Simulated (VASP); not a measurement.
Crystal: Cu.

```
CELL_PARAMETERS angstrom
0.00000 1.78307 1.78307
1.78307 0.00000 1.78307
1.78307 1.78307 0.00000
ATOMIC_POSITIONS crystal
Cu 0.00000 0.00000 0.00000
```

This cell differs from its parent crystal: volume scaled by 0.96.

Base run:

* Program: VASP 6.6.1
* Functional: PBEsol
* Potentials or basis: VASP PAW PBE potentials, release 64 (Cu)
* Cutoff: 520 eV
* k mesh: 13 × 13 × 13
* Occupations: fermi-dirac, width 0.05 eV
* Spin: no spin polarisation

Its results: pressure 0.3 GPa.

The run is repeated on the same cell with these changes: functional from PBEsol to revPBE; further incar settings from ALGO = Normal; EDIFF = 1e-06; NBANDS = 12 to ALGO = Fast; EDIFF = 1e-06; NBANDS = 12. What comes out?

Pressure 13.0 GPa.

Caveats: the PAW data sets were made with another functional, which shifts forces and pressure a little.
